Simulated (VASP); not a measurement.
A run of VASP 6.6.1:

POSCAR

```
Zr
1.0
    2.9431205930      0.0000000000      0.0000000000
    0.0000000000      2.9431205930      0.0000000000
    0.0000000000      0.0000000000      2.9431205930
Zr
1
Direct
    0.0000000000      0.0000000000      0.0000000000
```

Contents of INCAR.step1:

```
ALGO = Normal ; EDIFF = 1E-5
ENCUT = 550 ; GGA = PE
GGA_COMPAT = F ; ISMEAR = -1
LASPH = T ; LCHARG = F
LREAL = F ; LWAVE = T
NBANDS = 12 ; NELM = 120
PREC = Accurate ; SIGMA = 0.1
```

INCAR.step2

```
ALGO = Normal ; EDIFF = 1E-6
ENCUT = 550 ; GGA_COMPAT = F
ISIF = 2 ; ISMEAR = -1
ISTART = 1 ; LASPH = T
LCHARG = F ; LMIXTAU = T
LREAL = F ; LWAVE = F
METAGGA = R2SCAN ; NBANDS = 12
NELM = 120 ; PREC = Accurate
SIGMA = 0.1
```

KPOINTS

```
k-points
0
Gamma
  12 12 12
```

Potentials or basis: VASP PAW PBE potentials, release 64 (Zr_sv).

Run with:

```sh
$ cat potpaw_PBE.64/Zr_sv/POTCAR > POTCAR
$ cp INCAR.step1 INCAR
$ mpirun -np 1 vasp_std > vasp.out
$ cp INCAR.step2 INCAR
$ mpirun -np 1 vasp_std > vasp.out
```

Hardware: 1 thread of Intel(R) Xeon(R) Platinum 8259CL CPU @ 2.50GHz (Skylake/Cascade Lake), on a shared host.

Q: Estimate the wall time of this run.

A: Run time: 64 s on 1 thread of Intel(R) Xeon(R) Platinum 8259CL CPU @ 2.50GHz (Skylake/Cascade Lake), on a shared host, peak memory 0.16 GiB. Counts: k points 84.
